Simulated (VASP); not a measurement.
Wanted: the native input for a VASP 6.6.1 run.

| Item | Value |
| --- | --- |
| Task | single point |
| Functional | LDA |
| Potentials or basis | VASP PAW LDA potentials, release 64 (Mo_sv) |
| Cutoff | 520 eV |
| k mesh | 20 × 20 × 20 |
| Occupations | fermi-dirac, width 0.15 eV |
| Spin | no spin polarisation |
| Dipole correction | no |
| Further INCAR settings | ALGO = Normal; EDIFF = 1e-06; NBANDS = 13 |

The structure of Mo lies in POSCAR:

```
Mo
1.0
   -1.5275984493      1.5275984493      1.5275984493
    1.5275984493     -1.5275984493      1.5275984493
    1.5275984493      1.5275984493     -1.5275984493
Mo
1
Direct
    0.0000000000      0.0000000000      0.0000000000
```

The input as run:

INCAR

```
SYSTEM = Mo
PREC = Accurate ; ENCUT = 520
EDIFF = 1E-6 ; ISMEAR = -1
SIGMA = 0.15 ; LREAL = .False.
LASPH = .True. ; NELM = 60
ALGO = Normal ; ISIF = 2
LWAVE = .False. ; LCHARG = .False.
NBANDS = 13
```

KPOINTS

```
Automatic mesh
0
Gamma
  20 20 20
  0 0 0
```

Potentials or basis: VASP PAW LDA potentials, release 64 (Mo_sv).

Run with:

```bash
$ cat potpaw_LDA.64/Mo_sv/POTCAR > POTCAR
$ mpirun -np 1 vasp_std > vasp.out
```

It gave:

```yaml
Pressure: 19.4 GPa
Band_gap_on_the_k_mesh: zero (bands 7 and 8 overlap by 6.13 eV)
```

Caveat: the cell stands under pressure.

It took 50 s on 1 thread of Intel Xeon 8259CL, on a shared host, peak memory 0.16 GiB.
